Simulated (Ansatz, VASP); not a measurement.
**Re in VASP and in Ansatz**

The input INCAR:

```
SYSTEM = Re
PREC     = Accurate       ! precision mode
ENCUT    = 520            ! plane-wave cutoff, eV
EDIFF    = 1E-6           ! SCF threshold, eV
ISMEAR   = 0              ! smearing method
SIGMA    = 0.15           ! smearing width, eV
LREAL    = .False.        ! projectors in reciprocal space
LASPH    = .True.         ! aspherical terms in the spheres
NELM     = 80             ! most SCF steps
ALGO     = Fast           ! electronic algorithm
ISIF     = 2              ! what is computed and relaxed
LWAVE    = .False.        ! write WAVECAR
LCHARG   = .True.         ! write CHGCAR
GGA      = PE             ! functional
LELF     = .True.         ! ELF
LVHAR    = .True.       
NBANDS   = 10             ! bands
```

KPOINTS

```
regular mesh
0
Gamma
  10 10 10
  0 0 0
```

POSCAR

```
Re
1.0
    0.0000000000      2.1700023504      1.5934327259
    2.1700023504      0.0000000000      1.5934327259
    2.1700023504      2.1700023504      0.0000000000
Re
1
Direct
    0.0000000000      0.0000000000      0.0000000000
```

Input for Ansatz:

```yaml
crystal:
  lattice:
    - [0.0, 2.1700023504, 1.5934327259]
    - [2.1700023504, 0.0, 1.5934327259]
    - [2.1700023504, 2.1700023504, 0.0]
  atoms:
    - { symbol: Re, position: [0.0, 0.0, 0.0] }
basis:
  ecutwfc: 420
kpoints:
  mp_grid: { grid: [10, 10, 10] }
hamiltonian:
  xc: pbe
scf:
  occupations: { method: gaussian, width: 0.15 }
output:
  forces: true
  stress: true
  eigenvalues: true
```

Alike in both runs: task single point; functional PBE; k mesh 10 × 10 × 10; occupations gaussian, width 0.15 eV; no spin polarisation.

|  | VASP | Ansatz |
| --- | --- | --- |
| version | VASP 6.6.1 | Ansatz 0.2.0 |
| potentials or method | VASP PAW PBE potentials, release 64 (Re), cutoff 520 eV | scalar-relativistic, plane waves, PAW |
| valence electrons in the cell | 7 | 15 |

|  | VASP | Ansatz | Ansatz less VASP |
| --- | --- | --- | --- |
| gap on the k mesh at the Fermi level (eV) | none | none | - |
| pressure (GPa) | 1.5 | 2.0 | +0.52 |
| traceless stress, the component that is largest in VASP (GPa) | -0.40 | -0.55 | -0.152 |

A gap of «none» marks a metal or a gap that the smearing closes. VASP's potentials hold 7 valence electrons a cell and Ansatz's 15, so a difference there can come from the potentials and not from the codes.

Neither program's run includes spin-orbit coupling.
